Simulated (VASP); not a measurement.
A run of VASP 6.6.1 is set up as follows.

The input INCAR:

```
SYSTEM = GaSb
PREC = Accurate ; ENCUT = 520
EDIFF = 1E-7 ; ISMEAR = 0
SIGMA = 0.1 ; LREAL = .False.
LASPH = .True. ; NELM = 100
ALGO = Normal ; ISIF = 2
LWAVE = .False. ; LCHARG = .False.
GGA = PE ; NBANDS = 16
```

File KPOINTS:

```
Automatic mesh
0
Gamma
  12 12 12
  0 0 0
```

Contents of POSCAR:

```
GaSb
1.0
    0.0000000000      2.9779365000      2.9779365000
    2.9779365000      0.0000000000      2.9779365000
    2.9779365000      2.9779365000      0.0000000000
Ga Sb
1 1
Direct
    0.0000000000      0.0000000000      0.0000000000
    0.7500000000      0.7500000000      0.7500000000
```

Potentials or basis: VASP PAW PBE potentials, release 64 (Ga_d, Sb).

Launch:

```bash
$ cat potpaw_PBE.64/Ga_d/POTCAR potpaw_PBE.64/Sb/POTCAR > POTCAR
$ mpirun -np 1 vasp_std > vasp.out
```

(1) What does it give for the pressure?

(2) What does it give for the band gap on the k mesh?

Results:

(1) 7.8 GPa.

(2) 0.58 eV (least direct gap 0.63 eV).

Caveat: the cell differs from its parent crystal (strained); the cell stands under pressure; spin-orbit coupling is left out, which moves the levels of the heavy elements.
